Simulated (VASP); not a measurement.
Runs of VASP 6.6.1 on Al3GaN4. The structure is that of space group Cm (No. 8), or close to it. The cells are those of the table. 

```csv
cell,gap on the mesh (eV),pressure (GPa),largest force (eV/Å)
"a = 4.407, b = 4.407, c = 9.189 Å, angles 101.5, 78.5, 90.0°, 16 atoms",3.32,11.5,14.08
"a = 4.407, b = 4.407, c = 8.875 Å, angles 94.7, 85.3, 90.0°, 16 atoms",2.57,45.1,60.02
"a = 4.407, b = 4.407, c = 8.829 Å, angles 92.4, 87.6, 90.0°, 16 atoms",(a),11.5,14.08
"a = 4.407, b = 4.407, c = 9.055 Å, angles 99.3, 80.7, 90.0°, 16 atoms",(b),45.1,60.02
"a = 4.407, b = 4.407, c = 8.951 Å, angles 97.1, 82.9, 90.0°, 16 atoms",1.91,66.4,96.61
```

Alike in all rows: task single point; level PBEsol; potentials or basis VASP PAW PBE potentials, release 64 (Al, Ga_d, N); no spin polarisation; k mesh 5 × 5 × 3; cutoff (eV) 520; smearing gaussian 0.05 eV.

**Question.** Fill in the values left out.

**Answer.** (a) 3.29; (b) 2.56.

Caveats: the PAW data sets were made with another functional, which shifts forces and pressure a little.

A k mesh can miss the band edges, and the runs leave out spin-orbit coupling on Ga.
